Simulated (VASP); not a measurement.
**C: single point with LDA**

The system is C.

```
C
1.0
     0.00000    1.64006    1.85032
     1.64006    0.00000    1.85032
     1.64006    1.64006    0.00000
C
2
Direct
  0.50000 0.50000 0.50000
  0.75000 0.75000 0.75000
```

This cell differs from its parent crystal: volume 4.977 Å^3 an atom, c/a of the conventional cell 1.1282.

| Property | Result |
| --- | --- |
| Program | VASP 6.6.1 |
| Task | single point |
| Functional | LDA |
| Potentials or basis | VASP PAW LDA potentials, release 64 (C) |
| Cutoff | 520 eV |
| k mesh | 12 × 12 × 12 |
| Occupations | gaussian, width 0.05 eV |
| Spin | no spin polarisation |
| Dipole correction | no |
| Further INCAR settings | ALGO = Normal; EDIFF = 1e-06; NBANDS = 11 |

```
Pressure               : 58.8 GPa
Band gap on the k mesh : 2.81 eV, indirect (least direct gap 4.79 eV)
```

Stress tensor (GPa, compression positive):
```
106.53   0.00   0.00
  0.00 106.53   0.00
  0.00   0.00 -36.52
```

Levels at points of the mesh, in eV from the valence-band top:
| k point | band 1 | band 2 | band 3 | band 4 | band 5 | band 6 | band 7 | band 8 | band 9 |
| --- | --- | --- | --- | --- | --- | --- | --- | --- | --- |
| (0.00, 0.00, 0.00) | -23.91 | -2.28 | 0.00 | 0.00 | 4.79 | 4.79 | 6.34 | 15.52 | 20.23 |
| (0.50, 0.00, 0.00) | -17.20 | -15.61 | -5.18 | -2.55 | 5.98 | 8.82 | 11.70 | 15.99 | 22.36 |
| (0.50, 0.50, 0.00) | -15.69 | -15.69 | -6.44 | -6.44 | 6.37 | 6.37 | 17.33 | 17.33 | 23.19 |
| (0.50, 0.00, 0.50) | -13.58 | -13.58 | -8.41 | -8.41 | 3.34 | 3.34 | 17.23 | 17.23 | 24.50 |

Run time: 27 s on 1 thread of AMD EPYC 7R13, with other jobs on the host, peak memory 0.09 GiB.

 A k mesh can miss the band edges.
